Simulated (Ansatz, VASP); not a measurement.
## Te: VASP beside Ansatz

```
Te
1.0
    -1.85921    1.85921    1.85921
     1.85921   -1.85921    1.85921
     1.85921    1.85921   -1.85921
Te
1
Direct
  0.00000 0.00000 0.00000
```

Change from the starting cell: volume scaled by 0.95, LAPW.

Alike in both runs: task single point; functional PBEsol; k mesh 15 × 15 × 15; occupations fermi-dirac, width 0.05 eV; no spin polarisation.

|  | VASP | Ansatz |
| --- | --- | --- |
| version | VASP 6.6.1 | Ansatz 0.2.0 |
| potentials or method | VASP PAW PBE potentials, release 64 (Te), cutoff 520 eV | all-electron LAPW, scalar-relativistic |

|  | VASP | Ansatz | Ansatz less VASP |
| --- | --- | --- | --- |
| pressure (GPa) | 3.7 | 3.7 | 0.00 |

VASP's potentials were made for PBE, not for PBEsol. Ansatz ran all-electron here, and VASP with PAW potentials.

Spin-orbit coupling is off throughout.
